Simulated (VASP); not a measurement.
Set up this calculation in VASP 6.6.1, as the native input.

| Item | Value |
| --- | --- |
| Task | relaxation of cell and atoms |
| Functional | PBE |
| Potentials or basis | VASP PAW PBE potentials, release 64 (Hf_pv, B) |
| Cutoff | 600 eV |
| k mesh | 12 × 12 × 9 |
| Occupations | fermi-dirac, width 0.1 eV |
| Spin | no spin polarisation |
| Dipole correction | no |
| Further INCAR settings | ALGO = Normal; EDIFF = 1e-06; IBRION = 2; EDIFFG = -0.01; NSW = 80; ISIF = 3 |

The structure of HfB2 lies in POSCAR:

```
HfB2
1.0
    3.1400000000      0.0000000000      0.0000000000
   -1.5700000000      2.7193197700      0.0000000000
    0.0000000000      0.0000000000      3.4800000000
Hf B
1 2
Direct
    0.0000000000      0.0000000000      0.0000000000
    0.3333333300      0.6666666700      0.5000000000
    0.6666666700      0.3333333300      0.5000000000
```

These files were run (other wordings do the same):

INCAR

```
SYSTEM = HfB2
ALGO     = Normal         ! electronic algorithm
EDIFF    = 1E-6           ! SCF threshold, eV
EDIFFG   = -0.01          ! ionic threshold
ENCUT    = 600            ! plane-wave cutoff, eV
GGA      = PE             ! functional
IBRION   = 2              ! ionic algorithm
ISIF     = 3              ! what is computed and relaxed
ISMEAR   = -1             ! smearing method
LASPH    = .TRUE.         ! aspherical terms in the spheres
LCHARG   = .FALSE.        ! write CHGCAR
LREAL    = .FALSE.        ! projectors in reciprocal space
LWAVE    = .FALSE.        ! write WAVECAR
NELM     = 60             ! most SCF steps
NSW      = 80             ! ionic steps
PREC     = Accurate       ! precision mode
SIGMA    = 0.1            ! smearing width, eV
```

KPOINTS

```
k-points
0
G
  12 12 9
  0 0 0
```

Potentials or basis: VASP PAW PBE potentials, release 64 (Hf_pv, B).

Command:

```sh
$ cat potpaw_PBE.64/Hf_pv/POTCAR potpaw_PBE.64/B/POTCAR > POTCAR
$ mpirun -np 1 vasp_std > vasp.out
```

Results of the run:

```
Relaxed volume                         : 9.94 Å³/atom
Relaxed cell                           : a = 3.143 Å, b = 3.143 Å, c = 3.488 Å, α = 90.00°, β = 90.00°, γ = 120.00°
Space group after relaxing (to 0.05 Å) : P6/mmm (No. 191)
Energy gained by relaxing              : 0.1 meV/atom
Ionic steps                            : 7
Pressure after relaxing                : 0.0 GPa
Band gap on the k mesh                 : zero (band 8 reaches 8.45 eV, above the bottom of band 9 at 7.06 eV)
```

Caveat: spin-orbit coupling is left out, which moves the levels of the heavy elements.

It took 4.7 min on 1 thread of AMD EPYC 7R43 64-Core Processor (Zen 3), with other jobs on the host, peak memory 0.16 GiB.
